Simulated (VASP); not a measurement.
# Pd (Pm-3n) in VASP: further runs

Runs on Pd. Level: revPBE. Tasks: single point, relaxation of cell and atoms.

Everything below comes from runs of VASP 6.6.1. Logs are shortened: lines on timing, memory, paths and dates and some standing lists are left out, and cuts for length are marked.

## Step 1: The cell of the first run

The structure is cubic, space group Pm-3n (No. 223). Conventional cell: a = 5.052 Å, b = 5.052 Å, c = 5.052 Å, α = 90.00°, β = 90.00°, γ = 90.00°. Pd (site symmetry m-3) has 12 Pd at 2.82 Å within 3.7 Å. Pd (site symmetry -4m2) has 14 Pd at 2.53 to 3.09 Å within 3.3 Å.

## Step 2: Single point, revPBE

Contents of INCAR:

```
PREC     = Accurate       # precision mode
ENCUT    = 520            # plane-wave cutoff, eV
EDIFF    = 1E-7           # SCF threshold, eV
ISMEAR   = -1             # smearing method
SIGMA    = 0.1            # smearing width, eV
LREAL    = F              # projectors in reciprocal space
LASPH    = T              # aspherical terms in the spheres
NELM     = 100            # most SCF steps
ALGO     = Normal         # electronic algorithm
ISIF     = 2              # what is computed and relaxed
LWAVE    = F              # write WAVECAR
LCHARG   = T              # write CHGCAR
GGA      = RE             # functional
LELF     = T              # ELF
LVHAR    = T            
NBANDS   = 50             # bands
```

Contents of KPOINTS:

```
regular mesh
0
Gamma
  7 7 7
```

Contents of POSCAR:

```
Pd
1.0
    5.0524876502      0.0000000000      0.0000000000
    0.0000000000      5.0524876502      0.0000000000
    0.0000000000      0.0000000000      5.0524876502
Pd
8
Direct
    1.0000000000      0.0000000000      0.0000000000
    0.5000000000      0.5000000000      0.5000000000
    0.2500000000      0.0000000000      0.5000000000
    0.7500000000      0.0000000000      0.5000000000
    0.5000000000      0.2500000000      1.0000000000
    0.5000000000      0.7500000000      1.0000000000
    1.0000000000      0.5000000000      0.2500000000
    0.0000000000      0.5000000000      0.7500000000
```

Potentials or basis: VASP PAW PBE potentials, release 64 (Pd).

Launch:

```
> cat potpaw_PBE.64/Pd/POTCAR > POTCAR
> mpirun -np 1 vasp_std > vasp.out
```

OUTCAR:

```text
PREC = Accurate
   ENCUT = 520
   EDIFF = 1E-7
   ISMEAR = -1
   LREAL = F
   LASPH = T
   NELM = 100
   ISIF = 2
   GGA = RE

 ion  position               nearest neighbor table
   1  0.000  0.000  0.000-   3 2.82   4 2.82   5 2.82   6 2.82   7 2.82   8 2.82   3 2.82   4 2.82
                             7 2.82   8 2.82   5 2.82   6 2.82
   2  0.500  0.500  0.500-   3 2.82   4 2.82   5 2.82   6 2.82   7 2.82   8 2.82   5 2.82   6 2.82
                             3 2.82   4 2.82   7 2.82   8 2.82
   3  0.250  0.000  0.500-   4 2.53   4 2.53   1 2.82   1 2.82   2 2.82   2 2.82   8 3.09   5 3.09
                             5 3.09   6 3.09   6 3.09   7 3.09   8 3.09   7 3.09
   4  0.750  0.000  0.500-   3 2.53   3 2.53   1 2.82   1 2.82   2 2.82   2 2.82   8 3.09   5 3.09
                             5 3.09   6 3.09   6 3.09   7 3.09   8 3.09   7 3.09
   5  0.500  0.250  0.000-   6 2.53   6 2.53   1 2.82   2 2.82   2 2.82   1 2.82   8 3.09   4 3.09
                             3 3.09   4 3.09   3 3.09   7 3.09   7 3.09   8 3.09
   6  0.500  0.750  0.000-   5 2.53   5 2.53   1 2.82   2 2.82   2 2.82   1 2.82   8 3.09   4 3.09
                             3 3.09   4 3.09   3 3.09   7 3.09   7 3.09   8 3.09
   7  0.000  0.500  0.250-   8 2.53   8 2.53   1 2.82   2 2.82   1 2.82   2 2.82   3 3.09   4 3.09
                             5 3.09   3 3.09   4 3.09   6 3.09   5 3.09   6 3.09
   8  0.000  0.500  0.750-   7 2.53   7 2.53   1 2.82   2 2.82   1 2.82   2 2.82   3 3.09   4 3.09
                             5 3.09   3 3.09   4 3.09   6 3.09   5 3.09   6 3.09

  LATTYP: Found a simple cubic cell.
 ALAT       =     5.0524876502

  Lattice vectors:

 A1 = (   5.0524876502,   0.0000000000,   0.0000000000)
 A2 = (   0.0000000000,   5.0524876502,   0.0000000000)
 A3 = (   0.0000000000,   0.0000000000,   5.0524876502)

Analysis of symmetry for initial positions (statically):
=====================================================================
 Subroutine PRICEL returns:
 Original cell was already a primitive cell.

 Routine SETGRP: Setting up the symmetry group for a
 simple cubic supercell.

 Subroutine GETGRP returns: Found 48 space group operations
 (whereof 24 operations were pure point group operations)
 out of a pool of 48 trial point group operations.

The static configuration has the point symmetry T_h .
 The point group associated with its full space group is O_h .

Analysis of symmetry for dynamics (positions and initial velocities):
=====================================================================
 Subroutine PRICEL returns:
 Original cell was already a primitive cell.

 Routine SETGRP: Setting up the symmetry group for a
 simple cubic supercell.

 Subroutine GETGRP returns: Found 48 space group operations
 (whereof 24 operations were pure point group operations)
 out of a pool of 48 trial point group operations.

The dynamic configuration has the point symmetry T_h .
 The point group associated with its full space group is O_h .

 Subroutine INISYM returns: Found 48 space group operations
 (whereof 24 operations are pure point group operations),
 and found     1 'primitive' translations

----------------------------------------------------------------------------------------

                                     Primitive cell

  volume of cell :     128.9780

  direct lattice vectors                    reciprocal lattice vectors
     5.052487650  0.000000000  0.000000000     0.197922305  0.000000000  0.000000000
     0.000000000  5.052487650  0.000000000     0.000000000  0.197922305  0.000000000
     0.000000000  0.000000000  5.052487650     0.000000000  0.000000000  0.197922305

  length of vectors
     5.052487650  5.052487650  5.052487650     0.197922305  0.197922305  0.197922305

  position of ions in fractional coordinates (direct lattice)
     0.000000000  0.000000000  0.000000000
     0.500000000  0.500000000  0.500000000
     0.250000000  0.000000000  0.500000000
     0.750000000  0.000000000  0.500000000
     0.500000000  0.250000000  0.000000000
     0.500000000  0.750000000  0.000000000
     0.000000000  0.500000000  0.250000000
     0.000000000  0.500000000  0.750000000

  ion indices of the primitive-cell ions
   primitive index   ion index
                 1           1
                 2           2
                 3           3
                 4           4
                 5           5
                 6           6
                 7           7
                 8           8

----------------------------------------------------------------------------------------

 KPOINTS: regular mesh

Automatic generation of k-mesh.
 Grid dimensions read from file:
 generate k-points for:    7    7    7

 Generating k-lattice:

  Cartesian coordinates                     Fractional coordinates (reciprocal lattice)
     0.028274615  0.000000000  0.000000000     0.142857143  0.000000000  0.000000000
     0.000000000  0.028274615  0.000000000     0.000000000  0.142857143  0.000000000
     0.000000000  0.000000000  0.028274615     0.000000000  0.000000000  0.142857143

  Length of vectors
     0.028274615  0.028274615  0.028274615

  Shift w.r.t. Gamma in fractional coordinates (k-lattice)
     0.000000000  0.000000000  0.000000000

 Subroutine IBZKPT returns following result:
 ===========================================

 Found     20 irreducible k-points:

 Following reciprocal coordinates:
            Coordinates               Weight
  0.000000  0.000000  0.000000      1.000000
  0.142857  0.000000  0.000000      6.000000
  0.285714  0.000000  0.000000      6.000000
  0.428571  0.000000  0.000000      6.000000
  0.142857  0.142857  0.000000     12.000000
  0.285714  0.142857  0.000000     24.000000
[... 12 lines left out ...]
  0.428571  0.428571  0.285714     24.000000
  0.428571  0.428571  0.428571      8.000000
   k-points           NKPTS =     20   k-points in BZ     NKDIM =     20   number of bands    NBANDS=     50
   number of dos      NEDOS =    301   number of ions     NIONS =      8
   total plane-waves  NPLWV =  64000
   dimension x,y,z NGX =    40 NGY =   40 NGZ =   40
   dimension x,y,z NGXF=    80 NGYF=   80 NGZF=   80
   ions per type =               8
   NGX,Y,Z   is equivalent  to a cutoff of  13.16, 13.16, 13.16 a.u.
   NGXF,Y,Z  is equivalent  to a cutoff of  26.32, 26.32, 26.32 a.u.
 SYSTEM =  unknown system
   PREC   = accura    normal or accurate (medium, high low for compatibility)
   ISTART =      0    job   : 0-new  1-cont  2-samecut
   ICHARG =      2    charge: 1-file 2-atom 10-const
   ISPIN  =      1    spin polarized calculation?
   LNONCOLLINEAR =      F non collinear calculations
   LSORBIT =      F    spin-orbit coupling
   LASPH  =      T    aspherical Exc in radial PAW
   ENCUT  =  520.0 eV  38.22 Ry    6.18 a.u.   9.39  9.39  9.39*2*pi/ulx,y,z
   NELM   =    100;   NELMIN=  2; NELMDL= -5     # of ELM steps
   EDIFF  = 0.1E-06   stopping-criterion for ELM
   LREAL  =      F    real-space projection
   EDIFFG = 0.1E-05   stopping-criterion for IOM
   NSW    =      0    number of steps for IOM
   IBRION =     -1    ionic relax: 0-MD 1-quasi-New 2-CG
   NFREE  =      0    steps in history (QN), initial steepest desc. (CG)
   ISIF   =      2    stress and relaxation
   ISYM   =      2    0-nonsym 1-usesym 2-fastsym
   POTIM  = 0.5000    time-step for ionic-motion
   TEBEG  =    0.0;   TEEND  =   0.0 temperature during run
   PSTRESS=    0.0 pullay stress
   NELECT =      80.0000    total number of electrons
   NUPDOWN=      -1.0000    fix difference up-down
   EMIN   =  10.00;   EMAX   =-10.00  energy-range for DOS
   EFERMI =   0.00;   METHOD = LEGACY
   ISMEAR =    -1;   SIGMA  =   0.10  broadening in eV -4-tet -1-fermi 0-gaus
   EFERMI_NEDOS =   21; number of points for ismear=-14 and -15
   IALGO  =     38    algorithm
   IMIX   =      4    mixing-type and parameters
     AMIX     =   0.40;   BMIX     =  1.00
     AMIX_MAG =   1.60;   BMIX_MAG =  1.00
  volume/ion in A,a.u.               =      16.12       108.80
  Fermi-wavevector in a.u.,A,eV,Ry     =   1.396153  2.638346 26.521050  1.949242
  Thomas-Fermi vector in A             =   2.519535
   LORBIT       =      0    0 simple, 1 ext, 2 COOP (PROOUT), +10 PAW based schemes
   GGA     = RE    functional components
   LHFCALC =     F    Hartree Fock is set to
   AEXX    =    0.0000 exact exchange contribution
   IVDW    =     0    specifies the selected vdW correction
   LEPSILON=     F    determine dielectric tensor
   LRPA    =     F    only Hartree local field effects (RPA)
 non-spin polarized calculation
  energy-cutoff  :      520.00
  volume of cell :      128.98
 maximum number of plane-waves:      3493
 NGX is ok and might be reduce to    40
   NGX = 19   NGY = 19   NGZ = 19

 number of electron      79.9999964 magnetization

 Free energy of the ion-electron system (eV)
  ---------------------------------------------------
  ext. energy  EPLUGINS =         0.00000000
  ---------------------------------------------------
  free energy    TOTEN  =       -37.28707463 eV

  energy without entropy =      -36.84256124  energy(sigma->0) =      -37.06481793

 E-fermi :   8.4704     XC(G=0): -12.5365

 val. band max:        8.4647523727   @ k =   0.4286   0.0000   0.0000
 cond. band min:       8.4712619462   @ k =   0.0000   0.0000   0.0000
 fundamental gap:      0.0065095735
 Fermi energy:         8.4703937793

 k-point     1 :       0.0000    0.0000    0.0000
  band No.  band energies     occupation
      1       1.9906      2.00000
      2       3.5930      2.00000
      3       3.5930      2.00000
      4       4.3113      2.00000
      5       4.4356      2.00000
      6       4.4356      2.00000
[... 42 lines left out ...]
     49      17.2515      0.00000
     50      17.4057      0.00000

 k-point     2 :       0.1429    0.0000    0.0000
  band No.  band energies     occupation
      1       2.1337      2.00000
      2       3.5722      2.00000
      3       3.7105      2.00000
      4       4.2382      2.00000
      5       4.3559      2.00000
      6       4.4610      2.00000
[... 946 lines left out ...]
 k-point    20 :       0.4286    0.4286    0.4286
  band No.  band energies     occupation
      1       4.3557      2.00000
      2       4.3557      2.00000
      3       4.4201      2.00000
      4       4.4809      2.00000
      5       4.4987      2.00000
      6       4.4987      2.00000
[... 42 lines left out ...]
     49      20.2398      0.00000
     50      20.2408      0.00000

------------------------ aborting loop because EDIFF is reached ----------------------------------------

  FORCE on cell =-STRESS in cart. coord.  units (eV):
  Direction    XX          YY          ZZ          XY          YZ          ZX
  --------------------------------------------------------------------------------------
  -------------------------------------------------------------------------------------
  Total       -0.2989821     -0.2989821     -0.2989821     -0.0000000      0.0000000     -0.0000000
  in kB       -3.7139834     -3.7139834     -3.7139834     -0.0000000      0.0000000     -0.0000000
  external PRESSURE =      -3.7139834 kB  Pullay stress =       0.0000000 kB

 VOLUME and BASIS-vectors are now :
 -----------------------------------------------------------------------------
  energy-cutoff  :      520.00
  volume of cell :      128.98
      direct lattice vectors                 reciprocal lattice vectors
     5.052487650  0.000000000  0.000000000     0.197922305  0.000000000  0.000000000
     0.000000000  5.052487650  0.000000000     0.000000000  0.197922305  0.000000000
     0.000000000  0.000000000  5.052487650     0.000000000  0.000000000  0.197922305

 POSITION                                       TOTAL-FORCE (eV/Angst)
 -----------------------------------------------------------------------------------
      0.00000      0.00000      0.00000         0.000000      0.000000     -0.000000
      2.52624      2.52624      2.52624         0.000000      0.000000     -0.000000
      1.26312      0.00000      2.52624         0.000000     -0.000000     -0.000000
      3.78937      0.00000      2.52624        -0.000000     -0.000000      0.000000
      2.52624      1.26312      0.00000         0.000000     -0.000000     -0.000000
      2.52624      3.78937      0.00000        -0.000000      0.000000      0.000000
      0.00000      2.52624      1.26312        -0.000000      0.000000     -0.000000
      0.00000      2.52624      3.78937        -0.000000     -0.000000      0.000000
 -----------------------------------------------------------------------------------
    total drift:                               -0.000000     -0.000000      0.000000

  FREE ENERGIE OF THE ION-ELECTRON SYSTEM (eV)
  ---------------------------------------------------
  free  energy   TOTEN  =       -37.2870746258 eV

  energy  without entropy=      -36.8425612407  energy(sigma->0) =      -37.06481793
```

Wall time 2.5 min (1 thread of Intel Xeon Platinum 8375C at 2.90GHz (Ice Lake), shared host); peak memory 0.28 GiB.

What came out:

```
Free energy            : -37.2871 eV
Pressure               : -0.4 GPa
Band gap on the k mesh : zero (bands 40 and 41 overlap by 0.21 eV)
```

Levels at points of the mesh, in eV from the Fermi level:
```csv
k point,band 37,band 38,band 39,band 40,band 41,band 42,band 43,band 44
"(0.00, 0.00, 0.00)",-0.25,-0.25,0.00,0.00,0.00,2.38,2.38,2.38
```

Caveat: the PAW data sets were made with another functional, which shifts forces and pressure a little.

(Continued in part 2 of 2.)
